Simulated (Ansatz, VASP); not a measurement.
Two plane-wave programs on In3O2

```xyz
5
Lattice="1.7014 0.9823 9.6734 -1.7014 0.9823 9.6734 0.0000 -1.9646 9.6734" Properties=species:S:1:pos:R:3 pbc="T T T"
In    0.0000    0.0000    0.0000
In    0.0000    0.0000    6.1691
In    0.0000    0.0000   22.8511
O     0.0000    0.0000   12.2045
O     0.0000    0.0000   16.8157
```

Alike in both runs: functional PBE; k mesh 6 × 6 × 6; occupations gaussian, width 0.1 eV; no spin polarisation.

Ansatz relaxed the structure, and its values are those at the end. VASP's run is a single point on that final structure, the one shown.

|  | VASP | Ansatz |
| --- | --- | --- |
| version | VASP 6.6.1 | Ansatz 0.2.0 |
| potentials or method | VASP PAW PBE potentials, release 64 (In_d, O), cutoff 520 eV | scalar-relativistic, plane waves, PAW |
| valence electrons in the cell | 51 | 51 |

|  | VASP | Ansatz | Ansatz less VASP |
| --- | --- | --- | --- |
| gap on the k mesh at the Fermi level (eV) | none | none | - |
| pressure (GPa) | -0.2 | -0.3 | -0.14 |
| rms of the force components (eV/Å) | 0.005 | 0.014 | +0.0086 |

A gap of «none» marks a metal or a gap that the smearing closes. The functional is the same, so the differences come from potentials, cutoffs and numerics.
